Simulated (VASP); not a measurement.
Input of a VASP 6.6.1 run:

Contents of POSCAR:

```
Ni
1.0
    0.0000000000      1.7047240000      1.7047240000
    1.7047240000      0.0000000000      1.7047240000
    1.7047240000      1.7047240000      0.0000000000
Ni
1
Direct
    0.0000000000      0.0000000000      0.0000000000
```

INCAR.step1

```
SYSTEM = Ni
ALGO = Normal
EDIFF = 1E-4
ENCUT = 600
GGA = PE
ISMEAR = 1
ISYM = 0
LASPH = .True.
LCHARG = .False.
LREAL = .False.
LWAVE = .True.
NELM = 60
PREC = Accurate
SIGMA = 0.0173
```

Contents of INCAR.step2:

```
SYSTEM = Ni
ALGO = Normal
EDIFF = 1E-6
EDIFFG = -0.01
ENCUT = 600
IBRION = 2
ISIF = 3
ISMEAR = 1
ISTART = 1
ISYM = 0
LASPH = .True.
LCHARG = .False.
LMIXTAU = .True.
LREAL = .False.
LWAVE = .False.
METAGGA = R2SCAN
NELM = 60
NSW = 60
PREC = Accurate
SIGMA = 0.0173
```

File KPOINTS:

```
k-points
0
Gamma
  9 9 9
  0 0 0
```

Potentials or basis: VASP PAW PBE potentials, release 64 (Ni).

Launch:

```sh
$ cat potpaw_PBE.64/Ni/POTCAR > POTCAR
$ cp INCAR.step1 INCAR
$ mpirun -np 1 vasp_std > vasp.out
$ cp INCAR.step2 INCAR
$ mpirun -np 1 vasp_std > vasp.out
```

Question: Predict the relaxed cell.

Answer: a = 2.449 Å, b = 2.449 Å, c = 2.449 Å, α = 60.00°, β = 60.00°, γ = 60.00°.

Question: What does it give for the band gap on the k mesh?

Answer: Zero (band 5 reaches 9.77 eV, above the bottom of band 6 at 8.69 eV).

Final structure:
```xyz
1
Lattice="0.0000 1.7317 1.7317 1.7317 0.0000 1.7317 1.7317 1.7317 0.0000" Properties=species:S:1:pos:R:3 pbc="T T T"
Ni    0.0000    1.7317    1.7317
```

Caveat: the run has no spin polarisation, though such a crystal can be magnetic. Spin polarisation is off, so any magnetic state and its effect on volume and gap are missing.
